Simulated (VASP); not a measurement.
TiAl30 (a cell with a defect), 31 atoms in the cell. The cell holds a defect, 31 atoms: a = 8.100 Å, b = 8.100 Å, c = 8.100 Å, α = 90.00°, β = 90.00°, γ = 90.00°. 

| Property | Result |
| --- | --- |
| Program | VASP 6.6.1 |
| Task | single point |
| Functional | PBE |
| Potentials or basis | VASP PAW PBE potentials, release 64 (Ti_sv, Al) |
| Cutoff | 520 eV |
| k mesh | 3 × 3 × 3 |
| Occupations | gaussian, width 0.15 eV |
| Spin | no spin polarisation |
| Dipole correction | no |
| Further INCAR settings | LREAL = Auto; ALGO = Normal; EDIFF = 1e-07; NBANDS = 72 |

Potentials or basis: VASP PAW PBE potentials, release 64 (Ti_sv, Al).

Launch:

```sh
$ cat potpaw_PBE.64/Ti_sv/POTCAR potpaw_PBE.64/Al/POTCAR > POTCAR
$ mpirun -np 1 vasp_std > vasp.out
```

Hardware: 1 thread of Intel(R) Xeon(R) 6975P-C (Granite Rapids) (shared host).

Question: Estimate the wall time of this run.

Answer: Wall time 5.3 min on 1 thread of Intel(R) Xeon(R) 6975P-C (Granite Rapids) (shared host), peak memory 0.6 GiB. Counts: scf iterations 19, k points 10.
